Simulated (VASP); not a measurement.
**SiO2: single point with RPBE**

SiO2:

```xyz
12
Lattice="5.1375 0.0000 0.0000 0.0000 5.1375 0.0000 0.0000 0.0000 7.1842" Properties=species:S:1:pos:R:3 pbc="T T T"
Si    1.4910    1.4910    0.0000
Si    1.0778    4.0598    1.7961
Si    3.6465    3.6465    3.5921
Si    4.0598    1.0778    5.3882
O     1.2454    0.4439    1.2277
O     2.1249    3.8142    3.0237
O     3.8921    4.6937    4.8198
O     3.0126    1.3233    6.6158
O     3.8142    2.1249    4.1605
O     4.6937    3.8921    2.3644
O     1.3233    3.0126    0.5684
O     0.4439    1.2454    5.9565
```

```json
{"Program": "VASP 6.6.1", "Task": "single point", "Functional": "RPBE", "Potentials or basis": "VASP PAW PBE potentials, release 64 (Si, O)", "Cutoff": "520 eV", "k mesh": "4 × 4 × 3", "Occupations": "gaussian, width 0.01 eV", "Spin": "no spin polarisation"}
```

The pressure is -0.3 GPa and the largest force is 0.032 eV/Å. The band gap on the k mesh is 5.56 eV.

Forces in eV/Å, atoms in the order of the input:
```
Si   0.016  0.016  0.000
Si  -0.016  0.016  0.000
Si  -0.016 -0.016  0.000
Si   0.016 -0.016  0.000
O    0.003 -0.017 -0.027
O    0.017  0.003 -0.027
O   -0.003  0.017 -0.027
O   -0.017 -0.003 -0.027
O    0.003  0.017  0.027
O    0.017 -0.003  0.027
O   -0.003 -0.017  0.027
O   -0.017  0.003  0.027
```

Levels at points of the mesh, in eV from the valence-band top:
```csv
k point,band 29,band 30,band 31,band 32,band 33,band 34,band 35,band 36
"(0.00, 0.00, 0.00)",-0.65,-0.22,-0.22,0.00,5.56,8.70,8.70,8.81
"(0.50, 0.00, 0.00)",-0.63,-0.63,-0.43,-0.43,7.47,7.47,9.14,9.14
"(0.50, 0.50, 0.00)",-0.58,-0.58,-0.56,-0.56,8.51,8.51,8.56,8.56
```

Run time: 2.7 min on 1 thread of Intel Xeon 8259CL, on a shared host, peak memory 0.3 GiB.

Caveat: the PAW data sets were made with another functional, which shifts forces and pressure a little. RPBE gaps usually lie below the measured ones, often by a third to a half.
